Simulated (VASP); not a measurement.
**CaO: single point with r2SCAN**

Crystal: CaO.

```
Ca O
1.0
     0.00000    2.34289    2.34289
     2.34289    0.00000    2.34289
     2.34289    2.34289    0.00000
Ca O
1 1
Direct
  0.00000 0.00000 0.00000
  0.50000 0.50000 0.50000
```

This cell differs from its parent crystal: strain -2.3%.

| Item | Value |
| --- | --- |
| Program | VASP 6.6.1 |
| Task | single point |
| Functional | r2SCAN |
| Potentials or basis | VASP PAW PBE potentials, release 64 (Ca_sv, O) |
| Cutoff | 520 eV |
| k mesh | 10 × 10 × 10 |
| Occupations | gaussian, width 0.01 eV |
| Spin | no spin polarisation |
| Dipole correction | no |
| Further INCAR settings | ALGO = Normal; EDIFF = 1e-07; NBANDS = 15 |

The pressure is 10.8 GPa and the band gap on the k mesh is 4.15 eV (least direct gap 4.50 eV).

Levels at points of the mesh, in eV from the valence-band top:
| k point | band 6 | band 7 | band 8 | band 9 | band 10 | band 11 |
| --- | --- | --- | --- | --- | --- | --- |
| (0.00, 0.00, 0.00) | 0.00 | 0.00 | 0.00 | 6.10 | 7.04 | 7.04 |
| (0.50, 0.00, 0.00) | -2.79 | -1.36 | -1.36 | 8.07 | 9.47 | 9.47 |
| (0.50, 0.50, 0.00) | -1.24 | -0.35 | -0.35 | 4.15 | 9.35 | 10.07 |

Wall time 56 s on 1 thread of Intel(R) Xeon(R) Platinum 8488C (Sapphire Rapids) (shared host), peak memory 0.17 GiB.

Caveat: the cell differs from its parent crystal (strain -2.3%); the cell stands under pressure; the PAW data sets were made with another functional, which shifts forces and pressure a little. A k mesh can miss the band edges.
